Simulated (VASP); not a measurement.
Write the native input for VASP 6.6.1 that does the following.

| Property | Result |
| --- | --- |
| Task | single point |
| Functional | r2SCAN |
| Potentials or basis | VASP PAW PBE potentials, release 64 (Ga_d, N) |
| Cutoff | 520 eV |
| k mesh | 10 × 10 × 10 |
| Occupations | gaussian, width 0.05 eV |
| Spin | no spin polarisation |
| Dipole correction | no |
| Further INCAR settings | ALGO = Normal; EDIFF = 1e-06; NBANDS = 16 |

Crystal: GaN.

```
CELL_PARAMETERS angstrom
0.00000 2.24894 2.24894
2.24894 0.00000 2.24894
2.24894 2.24894 0.00000
ATOMIC_POSITIONS crystal
Ga 0.00000 0.00000 0.00000
N 0.74037 0.75321 0.75321
```

This cell differs from its parent crystal: all N atoms moved +0.025 Å, as atom 2 towards its neighbour atom 1 (Ga) at 1.948 Å.

The input as run:

POSCAR

```
GaN
1.0
    0.0000000000      2.2489367673      2.2489367673
    2.2489367673      0.0000000000      2.2489367673
    2.2489367673      2.2489367673      0.0000000000
Ga N
1 1
Direct
    0.0000000000      0.0000000000      0.0000000000
    0.7403729463      0.7532090179      0.7532090179
```

INCAR.step1

```
PREC = Accurate
ENCUT = 520
ISMEAR = 0
SIGMA = 0.05
LREAL = F
LASPH = T
NELM = 60
NBANDS = 16
GGA = PE
ALGO = Normal
EDIFF = 1E-4
LWAVE = T
LCHARG = F
```

INCAR.step2

```
PREC = Accurate
ENCUT = 520
EDIFF = 1E-6
ISMEAR = 0
SIGMA = 0.05
LREAL = F
LASPH = T
NELM = 60
ALGO = Normal
ISIF = 2
LWAVE = F
LCHARG = F
METAGGA = R2SCAN
LMIXTAU = T
NBANDS = 16
ISTART = 1
```

KPOINTS

```
regular mesh
0
Gamma
  10 10 10
```

Potentials or basis: VASP PAW PBE potentials, release 64 (Ga_d, N).

Run with:

```sh
$ cat potpaw_PBE.64/Ga_d/POTCAR potpaw_PBE.64/N/POTCAR > POTCAR
$ cp INCAR.step1 INCAR
$ mpirun -np 1 vasp_std > vasp.out
$ cp INCAR.step2 INCAR
$ mpirun -np 1 vasp_std > vasp.out
```

Results of the run:

```
Pressure               : 1.1 GPa
Largest force          : 0.350 eV/Å
Band gap on the k mesh : 2.13 eV, direct
```

Caveat: the cell differs from its parent crystal (all N atoms moved +0.025 Å, as atom 2 towards its neighbour atom 1 (Ga) at 1.948 Å); the PAW data sets were made with another functional, which shifts forces and pressure a little.

It took 4.3 min on 1 thread of AMD EPYC 7R13, on a shared host, peak memory 0.15 GiB.
